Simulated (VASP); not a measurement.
## PbO2: single point with LDA

Crystal: PbO2.

```
Pb O
1.0
     4.98170    0.00000    0.00000
     0.00000    4.98170    0.00000
     0.00000    0.00000    3.39575
Pb O
2 4
Direct
  0.00000 0.00000 0.00000
  0.50000 0.50000 0.50000
  0.30774 0.30774 0.00000
  0.80774 0.19226 0.50000
  0.19226 0.80774 0.50000
  0.69226 0.69226 0.00000
```

```yaml
Program: VASP 6.6.1
Task: single point
Functional: LDA
Potentials_or_basis: VASP PAW LDA potentials, release 64 (Pb_d, O)
Cutoff: 520 eV
k_mesh: 6 × 6 × 8
Occupations: gaussian, width 0.05 eV
Spin: no spin polarisation
```

- Pressure: -2.3 GPa
- Largest force: 0.013 eV/Å
- Band gap on the k mesh: 0.10 eV (least direct gap 0.13 eV)

Forces in eV/Å, atoms in the order of the input:
```
Pb   0.000  0.000  0.000
Pb   0.000  0.000  0.000
O   -0.009 -0.009  0.000
O   -0.009  0.009  0.000
O    0.009 -0.009  0.000
O    0.009  0.009  0.000
```

Stress tensor (GPa, compression positive):
```
-2.31  0.00  0.00
 0.00 -2.31  0.00
 0.00  0.00 -2.19
```

Levels at points of the mesh, in eV from the valence-band top:
```
           k point  band 23  band 24  band 25  band 26  band 27  band 28  band 29  band 30
(0.00, 0.00, 0.00)    -0.61    -0.61    -0.61    -0.61     0.11     4.21     5.71     5.71
(0.50, 0.00, 0.00)    -0.65    -0.65    -0.38    -0.38     2.43     2.43     6.31     6.31
(0.50, 0.50, 0.00)    -0.66    -0.66    -0.47    -0.47     2.83     2.83     6.63     6.63
(0.00, 0.00, 0.50)    -1.14    -1.14    -0.78    -0.78     3.75     3.75     8.72     8.72
(0.50, 0.00, 0.50)    -0.79    -0.79    -0.21    -0.21     4.06     4.06     7.19     7.19
(0.50, 0.50, 0.50)    -0.68    -0.68    -0.52    -0.52     2.82     2.82     8.10     8.10
```

It took 3.1 min on 1 thread of Intel Xeon 8259CL, on a shared host, peak memory 0.25 GiB.

Caveat: spin-orbit coupling is left out, which moves the levels of the heavy elements. A k mesh can miss the band edges.
